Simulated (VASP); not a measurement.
HfB2:

```
CELL_PARAMETERS angstrom
3.14000 0.00000 0.00000
-1.57000 2.71932 0.00000
0.00000 0.00000 3.48000
ATOMIC_POSITIONS crystal
Hf 0.00000 0.00000 0.00000
B 0.33333 0.66667 0.50000
B 0.66667 0.33333 0.50000
```

* Program: VASP 6.6.1
* Task: relaxation of cell and atoms
* Functional: PBE
* Dispersion: D3(BJ)
* Potentials or basis: VASP PAW PBE potentials, release 64 (Hf_pv, B)
* Cutoff: 600 eV
* k mesh: 12 × 12 × 10
* Occupations: fermi-dirac, width 0.1 eV
* Spin: no spin polarisation

At the start: pressure -5.0 GPa; volume 9.90 Å³/atom.

Question: Where does the relaxation end?

Answer: Over 3 steps the energy falls by 3.1 meV/atom and the volume is 9.71 Å³/atom (-1.9 %); space group P6/mmm (No. 191, to 0.05 Å).

The path:
```csv
step,energy change (eV),largest force (eV/Å),pressure (GPa),volume (Å³)
1,0.0000,0.0000,-5.02,29.71
2,0.0069,0.0000,7.14,28.40
3,-0.0092,0.0000,-0.02,29.14
```

Final structure:
```
Hf B
1.0
     3.11897    0.00000    0.00000
    -1.55949    2.70111    0.00000
     0.00000    0.00000    3.45884
Hf B
1 2
Direct
  0.00000 0.00000 0.00000
  0.33333 0.66667 0.50000
  0.66667 0.33333 0.50000
```

Caveat: pairwise dispersion overbinds metals, which lowers pressure and volume.
